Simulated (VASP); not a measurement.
## TiB4: single point with PBE+D3(BJ)

The system is TiB4.

```
Ti B
1.0
    -1.50558    2.60774    0.00000
     0.00000    0.00000    4.99065
     4.51674    2.60774    0.00000
Ti B
2 8
Direct
  0.00000 0.00000 0.00000
  0.50000 0.00000 0.50000
  0.50000 0.69191 0.16667
  0.00000 0.69191 0.66667
  0.00000 0.69191 0.33333
  0.50000 0.69191 0.83333
  0.50000 0.30809 0.16667
  0.00000 0.30809 0.66667
  0.00000 0.30809 0.33333
  0.50000 0.30809 0.83333
```

| Item | Value |
| --- | --- |
| Program | VASP 6.6.1 |
| Task | single point |
| Functional | PBE |
| Dispersion | D3(BJ) |
| Potentials or basis | VASP PAW PBE potentials, release 64 (Ti_sv, B) |
| Cutoff | 520 eV |
| k mesh | 8 × 4 × 4 |
| Occupations | gaussian, width 0.2 eV |
| Spin | no spin polarisation |
| Dipole correction | no |
| Further INCAR settings | ALGO = Normal; EDIFF = 1e-06; NBANDS = 35 |

```yaml
Pressure: 0.2 GPa
Largest_force: 0.042 eV/Å
Band_gap_on_the_k_mesh: zero (bands 24 and 25 overlap by 1.05 eV)
Dispersion_energy_per_atom: -0.338 eV
```

Forces on the atoms (eV/Å):
```
Ti   0.000  0.000  0.000
Ti   0.000  0.000  0.000
B    0.012  0.007 -0.040
B    0.012  0.007 -0.040
B   -0.012 -0.007 -0.040
B   -0.012 -0.007 -0.040
B    0.012  0.007  0.040
B    0.012  0.007  0.040
B   -0.012 -0.007  0.040
B   -0.012 -0.007  0.040
```

Stress tensor (GPa, compression positive):
```
 0.22 -0.02  0.00
-0.02  0.25  0.00
 0.00  0.00  0.14
```

Levels at points of the mesh, in eV from the Fermi level:
```tsv
k point	band 22	band 23	band 24	band 25	band 26	band 27
(0.00, 0.00, 0.00)	0.21	0.36	0.85	0.85	0.97	0.97
(0.50, 0.00, 0.00)	-3.50	-2.58	-2.58	1.57	1.57	3.22
(0.00, 0.50, 0.00)	-1.59	-1.34	-1.34	0.58	0.58	0.86
(0.50, 0.50, 0.00)	-3.37	-0.77	-0.77	0.29	0.29	0.95
(0.00, 0.00, 0.50)	-1.94	-1.16	-1.16	0.67	0.67	2.02
(0.50, 0.00, 0.50)	-3.68	-3.01	-3.01	0.36	0.36	2.93
(0.00, 0.50, 0.50)	-1.77	-1.45	-1.45	1.70	1.70	2.00
(0.50, 0.50, 0.50)	-1.86	-1.60	-1.60	0.86	0.86	2.94
```

Run time: 3.4 min on 1 thread of Intel Xeon 8259CL, on a shared host, peak memory 0.25 GiB.
